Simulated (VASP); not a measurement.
Write the native input for VASP 6.6.1 that does the following.

```yaml
Task: single point
Functional: PBE
Potentials_or_basis: VASP PAW PBE potentials, release 64 (Rh_pv)
Cutoff: 520 eV
k_mesh: 14 × 14 × 14
Occupations: methfessel-paxton, width 0.6 eV
Spin: no spin polarisation
Dipole_correction: no
Further_INCAR_settings: ALGO = Normal; EDIFF = 1e-06; NBANDS = 14
```

The structure of Rh lies in POSCAR:

```
Rh
1.0
    0.0000000000      1.9160595532      1.9160595532
    1.9160595532      0.0000000000      1.9160595532
    1.9160595532      1.9160595532      0.0000000000
Rh
1
Direct
    0.0000000000      0.0000000000      0.0000000000
```

The input as run:

INCAR

```
SYSTEM = Rh
PREC = Accurate ; ENCUT = 520
EDIFF = 1E-6 ; ISMEAR = 1
SIGMA = 0.6 ; LREAL = .FALSE.
LASPH = .TRUE. ; NELM = 80
ALGO = Normal ; ISIF = 2
LWAVE = .FALSE. ; LCHARG = .TRUE.
GGA = PE ; LELF = .TRUE.
LVHAR = .TRUE. ; NBANDS = 14
```

KPOINTS

```
Automatic mesh
0
G
  14 14 14
  0 0 0
```

Potentials or basis: VASP PAW PBE potentials, release 64 (Rh_pv).

Command:

```sh
$ cat potpaw_PBE.64/Rh_pv/POTCAR > POTCAR
$ mpirun -np 1 vasp_std > vasp.out
```

It gave:

```yaml
Pressure: -0.2 GPa
```

Wall time 7.1 s on 1 thread of Intel(R) Xeon(R) 6975P-C (Granite Rapids) (shared host), peak memory 0.13 GiB.
